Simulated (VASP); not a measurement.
# B4MoRu (F-43m) in VASP: notebook, part 2 of 2

VASP 6.6.1. The steps go on from the part before.

## Step 3: Relaxation of cell and atoms, PBE

This run uses another cell than the first one, of 8.61 Å³/atom.

File INCAR:

```
SYSTEM = B4MoRu
  ALGO = Normal
  EDIFF = 1E-7
  EDIFFG = -0.01
  ENCUT = 600
  GGA = PE
  IBRION = 2
  ISIF = 3
  ISMEAR = 0
  LASPH = .True.
  LCHARG = .False.
  LREAL = .False.
  LWAVE = .False.
  NELM = 60
  NSW = 100
  PREC = Accurate
  SIGMA = 0.1
```

File KPOINTS:

```
k-points
0
Gamma
  12 12 12
  0 0 0
```

File POSCAR:

```
B4MoRu
1.0
    0.0000000000      2.9562422748      2.9562422748
    2.9562422748      0.0000000000      2.9562422748
    2.9562422748      2.9562422748      0.0000000000
B Mo Ru
4 1 1
Direct
    0.3744216789      0.3744216789      0.8767349633
    0.8767349633      0.3744216789      0.3744216789
    0.3744216789      0.3744216789      0.3744216789
    0.3744216789      0.8767349633      0.3744216789
    0.0000000000      0.0000000000      0.0000000000
    0.7500000000      0.7500000000      0.7500000000
```

Potentials or basis: VASP PAW PBE potentials, release 64 (B, Mo_sv, Ru_pv).

Started as:

```console
$ cat potpaw_PBE.64/B/POTCAR potpaw_PBE.64/Mo_sv/POTCAR potpaw_PBE.64/Ru_pv/POTCAR > POTCAR
$ mpirun -np 1 vasp_std > vasp.out
```

OUTCAR:

```text
SYSTEM = B4MoRu
   EDIFF = 1E-7
   EDIFFG = -0.01
   ENCUT = 600
   GGA = PE
   IBRION = 2
   ISIF = 3
   ISMEAR = 0
   LASPH = .True.
   LREAL = .False.
   NELM = 60
   NSW = 100
   PREC = Accurate

 ion  position               nearest neighbor table
   1  0.374  0.374  0.877-   2 2.08   3 2.08   4 2.08   4 2.10   2 2.10   3 2.10   5 2.45   5 2.45
                             5 2.45   6 2.45   6 2.45   6 2.45
   2  0.877  0.374  0.374-   1 2.08   3 2.08   4 2.08   4 2.10   1 2.10   3 2.10   5 2.45   5 2.45
                             5 2.45   6 2.45   6 2.45   6 2.45
   3  0.374  0.374  0.374-   1 2.08   2 2.08   4 2.08   2 2.10   4 2.10   1 2.10   5 2.45   5 2.45
                             5 2.45   6 2.45   6 2.45   6 2.45
   4  0.374  0.877  0.374-   1 2.08   2 2.08   3 2.08   2 2.10   1 2.10   3 2.10   5 2.45   5 2.45
                             5 2.45   6 2.45   6 2.45   6 2.45
   5  0.000  0.000  0.000-   1 2.45   2 2.45   4 2.45   2 2.45   3 2.45   4 2.45   1 2.45   2 2.45
                             3 2.45   1 2.45   3 2.45   4 2.45   6 2.56   6 2.56   6 2.56   6 2.56
   6  0.750  0.750  0.750-   1 2.45   3 2.45   4 2.45   1 2.45   2 2.45   3 2.45   2 2.45   3 2.45
                             4 2.45   1 2.45   2 2.45   4 2.45   5 2.56   5 2.56   5 2.56   5 2.56

  LATTYP: Found a face centered cubic cell.
 ALAT       =     5.9124845496

  Lattice vectors:

 A1 = (   0.0000000000,   2.9562422748,   2.9562422748)
 A2 = (   2.9562422748,   0.0000000000,   2.9562422748)
 A3 = (   2.9562422748,   2.9562422748,   0.0000000000)

Analysis of symmetry for initial positions (statically):
=====================================================================
 Subroutine PRICEL returns:
 Original cell was already a primitive cell.

 Routine SETGRP: Setting up the symmetry group for a
 face centered cubic supercell.

 Subroutine GETGRP returns: Found 24 space group operations
 (whereof 24 operations were pure point group operations)
 out of a pool of 48 trial point group operations.

The static configuration has the point symmetry T_d .

Analysis of symmetry for dynamics (positions and initial velocities):
=====================================================================
 Subroutine PRICEL returns:
[... 160 lines left out ...]

 Free energy of the ion-electron system (eV)
  ---------------------------------------------------
  ext. energy  EPLUGINS =         0.00000000
  ---------------------------------------------------
  free energy    TOTEN  =       -43.74992910 eV

  energy without entropy =      -43.73377996  energy(sigma->0) =      -43.74185453

------------------------ aborting loop because EDIFF is reached ----------------------------------------

  FORCE on cell =-STRESS in cart. coord.  units (eV):
  Direction    XX          YY          ZZ          XY          YZ          ZX
  --------------------------------------------------------------------------------------
  -------------------------------------------------------------------------------------
  Total        0.0187426      0.0187426      0.0187426     -0.0000000      0.0000000      0.0000000
  in kB        0.5811538      0.5811538      0.5811538     -0.0000000      0.0000000      0.0000000
  external PRESSURE =       0.5811538 kB  Pullay stress =       0.0000000 kB
[... 101 lines left out ...]
  FREE ENERGIE OF THE ION-ELECTRON SYSTEM (eV)
  ---------------------------------------------------
  free  energy   TOTEN  =       -43.7503535797 eV

  energy  without entropy=      -43.7344606887  energy(sigma->0) =      -43.74240713

[... ionic steps 4 to 17 ...]

--------------------------------------- Ionic step       18  -------------------------------------------

 number of electron      40.0000001 magnetization

------------------------ aborting loop because EDIFF is reached ----------------------------------------
[... 75 lines left out ...]
--------------------------------------- Ionic step       20  -------------------------------------------

 number of electron      40.0000001 magnetization

 Free energy of the ion-electron system (eV)
  ---------------------------------------------------
  ext. energy  EPLUGINS =         0.00000000
  ---------------------------------------------------
  free energy    TOTEN  =       -43.76137920 eV

  energy without entropy =      -43.74944502  energy(sigma->0) =      -43.75541211

 E-fermi :  12.4365     XC(G=0): -13.5167

 val. band max:       12.3927197903   @ k =   0.4167   0.0000   0.0000
 cond. band min:      12.4456915943   @ k =   0.2500   0.0833   0.0000
 fundamental gap:      0.0529718040
 Fermi energy:        12.4364591158

 k-point     1 :       0.0000    0.0000    0.0000
  band No.  band energies     occupation
      1     -48.8168      2.00000
      2     -31.2605      2.00000
      3     -31.2605      2.00000
      4     -31.2605      2.00000
      5     -23.0407      2.00000
      6     -23.0407      2.00000
[... 637 lines left out ...]
     23      14.2378      0.00000
     24      15.3715      0.00000

 [... further k-points ...]
[... 5 lines left out ...]
  --------------------------------------------------------------------------------------
  -------------------------------------------------------------------------------------
  Total       -0.0362973     -0.0362973     -0.0362973     -0.0000000      0.0000000      0.0000000
  in kB       -1.1199218     -1.1199218     -1.1199218     -0.0000000      0.0000000      0.0000000
  external PRESSURE =      -1.1199218 kB  Pullay stress =       0.0000000 kB
[... 21 lines left out ...]
  FREE ENERGIE OF THE ION-ELECTRON SYSTEM (eV)
  ---------------------------------------------------
  free  energy   TOTEN  =       -43.7613791957 eV

  energy  without entropy=      -43.7494450153  energy(sigma->0) =      -43.75541211

 reached required accuracy - stopping structural energy minimisation
```

OSZICAR:

```text
N       E                     dE             d eps       ncg     rms          rms(c)
DAV:   1     0.360448644847E+03    0.36045E+03   -0.24254E+04  3456   0.189E+03
DAV:   2    -0.300039373454E+02   -0.39045E+03   -0.38653E+03  3784   0.492E+02
DAV:   3    -0.464119986613E+02   -0.16408E+02   -0.16053E+02  4640   0.878E+01
[... 193 lines left out ...]
DAV:   4    -0.437613780569E+02    0.37549E-05   -0.34572E-05  4312   0.353E-02    0.742E-03
DAV:   5    -0.437613783881E+02   -0.33119E-06   -0.31936E-06  4104   0.135E-02    0.410E-03
DAV:   6    -0.437613790329E+02   -0.64485E-06   -0.27049E-07  3800   0.349E-03    0.154E-03
DAV:   7    -0.437613791802E+02   -0.14727E-06   -0.11913E-08  1872   0.833E-04    0.490E-04
DAV:   8    -0.437613791957E+02   -0.15466E-07   -0.45769E-09  1776   0.415E-04
  20 F= -.43761379E+02 E0= -.43755412E+02  d E =-.390210E-04
```

CONTCAR:

```text
B4MoRu
   1.00000000000000
     0.0000000000000000    2.9611184704565474    2.9611184704565474
     2.9611184704565474    0.0000000000000002    2.9611184704565474
     2.9611184704565474    2.9611184704565474    0.0000000000000002
  B               Mo              Ru
     4     1     1
Direct
     0.3824846861441038    0.3824846861441038    0.8525459415676883
     0.8525459415676883    0.3824846861441038    0.3824846861441038
     0.3824846861441038    0.3824846861441038    0.3824846861441038
     0.3824846861441038    0.8525459415676883    0.3824846861441038
     0.0000000000000000    0.0000000000000000    0.0000000000000000
     0.7500000000000000    0.7500000000000000    0.7500000000000000

  0.00000000E+00  0.00000000E+00  0.00000000E+00
  0.00000000E+00  0.00000000E+00  0.00000000E+00
  0.00000000E+00  0.00000000E+00  0.00000000E+00
  0.00000000E+00  0.00000000E+00  0.00000000E+00
  0.00000000E+00  0.00000000E+00  0.00000000E+00
  0.00000000E+00  0.00000000E+00  0.00000000E+00
```

Run time: 38 min. Hardware: 1 thread of Intel Xeon 8259CL, shared host; peak memory 0.32 GiB.

Results:

```yaml
Free_energy: -43.7614 eV
Relaxed_volume: 8.65 Å³/atom
Relaxed_cell: a = 4.188 Å, b = 4.188 Å, c = 4.188 Å, α = 60.00°, β = 60.00°, γ = 60.00°
Space_group_after_relaxing_to_0.1_Å: F-43m (No. 216)
Energy_gained_by_relaxing: 1.9 meV/atom
Ionic_steps: 20
Pressure_after_relaxing: -0.1 GPa
Largest_force_after_relaxing: 0.003 eV/Å
Band_gap_on_the_k_mesh: zero (bands 20 and 21 overlap by 1.88 eV)
```

Forces in eV/Å, atoms in the order of the input:
```
B   -0.002 -0.002  0.002
B    0.002 -0.002 -0.002
B    0.002  0.002  0.002
B   -0.002  0.002 -0.002
Mo   0.000  0.000  0.000
Ru   0.000  0.000  0.000
```

Step by step:
```csv
step,energy change (eV),largest force (eV/Å),pressure (GPa),volume (Å³)
1,0.0000,0.0262,0.06,51.67
2,-0.0001,0.0269,-0.09,51.69
3,-0.0004,0.0295,-0.52,51.76
4,-0.0006,0.0356,-1.34,51.91
5,-0.0006,0.0358,-1.33,51.91
6,-0.0006,0.0359,-1.35,51.91
7,-0.0007,0.0365,-1.37,51.91
8,-0.0008,0.0375,-1.41,51.92
9,-0.0011,0.0395,-1.49,51.93
10,-0.0016,0.0434,-1.63,51.96
11,-0.0029,0.0500,-1.88,52.02
12,-0.0057,0.0546,-2.22,52.14
13,-0.0082,0.0024,-2.31,52.37
14,-0.0083,0.0322,-2.36,52.29
15,-0.0103,0.0029,-1.41,52.18
16,-0.0106,0.0143,-0.93,52.13
17,-0.0109,0.0090,-0.78,52.09
18,-0.0114,0.0047,-0.32,51.96
19,-0.0114,0.0064,-0.26,51.95
20,-0.0115,0.0030,-0.11,51.93
```

Final structure:
```yaml
crystal:
  lattice:
    - [0.00000, 2.96112, 2.96112]
    - [2.96112, 0.00000, 2.96112]
    - [2.96112, 2.96112, 0.00000]
  atoms:
    - { symbol: B, position: [0.38248, 0.38248, 0.85255] }
    - { symbol: B, position: [0.85255, 0.38248, 0.38248] }
    - { symbol: B, position: [0.38248, 0.38248, 0.38248] }
    - { symbol: B, position: [0.38248, 0.85255, 0.38248] }
    - { symbol: Mo, position: [0.00000, 0.00000, 0.00000] }
    - { symbol: Ru, position: [0.75000, 0.75000, 0.75000] }
```

The gap in the log of VASP goes by the Fermi energy; the results here count the filled bands.